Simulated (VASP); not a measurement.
The system is Pd2S.

```
CELL_PARAMETERS angstrom
4.44401 0.00000 0.00000
-2.22200 3.84862 0.00000
0.00000 0.00000 2.83936
ATOMIC_POSITIONS crystal
Pd 0.33333 0.66667 0.50000
Pd 0.66667 0.33333 0.50000
S 0.00000 0.00000 0.00000
```

```yaml
Program: VASP 6.6.1
Task: relaxation of cell and atoms
Functional: PBE
Potentials_or_basis: VASP PAW PBE potentials, release 64 (Pd, S)
Cutoff: 600 eV
k_mesh: 12 × 12 × 16
Occupations: gaussian, width 0.1 eV
Spin: no spin polarisation
```

At the start: pressure -0.7 GPa; volume 16.19 Å³/atom.

How do energy, volume and symmetry change on relaxing?

Over 6 steps the energy falls by 7.1 meV/atom and the volume is 15.99 Å³/atom (-1.2 %); space group P6/mmm (No. 191, to 0.05 Å).

The path:
```tsv
step	energy change (eV)	largest force (eV/Å)	pressure (GPa)	volume (Å³)
1	0.0000	0.0000	-0.69	48.56
2	-0.0172	0.0000	0.04	48.07
3	-0.0207	0.0000	0.59	47.77
4	-0.0207	0.0000	0.66	47.75
5	-0.0207	0.0000	-0.60	48.21
6	-0.0212	0.0000	0.03	47.97
```

Final structure:
```
CELL_PARAMETERS angstrom
4.48423 0.00000 0.00000
-2.24212 3.88346 0.00000
0.00000 0.00000 2.75485
ATOMIC_POSITIONS crystal
Pd 0.33333 0.66667 0.50000
Pd 0.66667 0.33333 0.50000
S 0.00000 0.00000 0.00000
```
